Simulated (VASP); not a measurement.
Input of a VASP 6.6.1 run:

File INCAR:

```
PREC     = Accurate       # precision mode
ENCUT    = 520            # plane-wave cutoff, eV
EDIFF    = 1E-6           # SCF threshold, eV
ISMEAR   = -1             # smearing method
SIGMA    = 0.1            # smearing width, eV
LREAL    = False          # projectors in reciprocal space
LASPH    = True           # aspherical terms in the spheres
NELM     = 100            # most SCF steps
ALGO     = Normal         # electronic algorithm
ISIF     = 2              # what is computed and relaxed
LWAVE    = False          # write WAVECAR
LCHARG   = False          # write CHGCAR
GGA      = PE             # functional
NBANDS   = 14             # bands
```

The input KPOINTS:

```
regular mesh
0
Gamma
  11 11 11
```

Contents of POSCAR:

```
HfN
1.0
    0.0000000000      2.2370411205      2.2370411205
    2.2370411205      0.0000000000      2.2370411205
    2.2370411205      2.2370411205      0.0000000000
Hf N
1 1
Direct
    0.0000000000      0.0000000000      0.0000000000
    0.5000000000      0.5000000000      0.5000000000
```

Potentials or basis: VASP PAW PBE potentials, release 64 (Hf_pv, N).

Launch:

```sh
$ cat potpaw_PBE.64/Hf_pv/POTCAR potpaw_PBE.64/N/POTCAR > POTCAR
$ mpirun -np 1 vasp_std > vasp.out
```

(1) Estimate the pressure.

Results:

(1) 12.0 GPa.
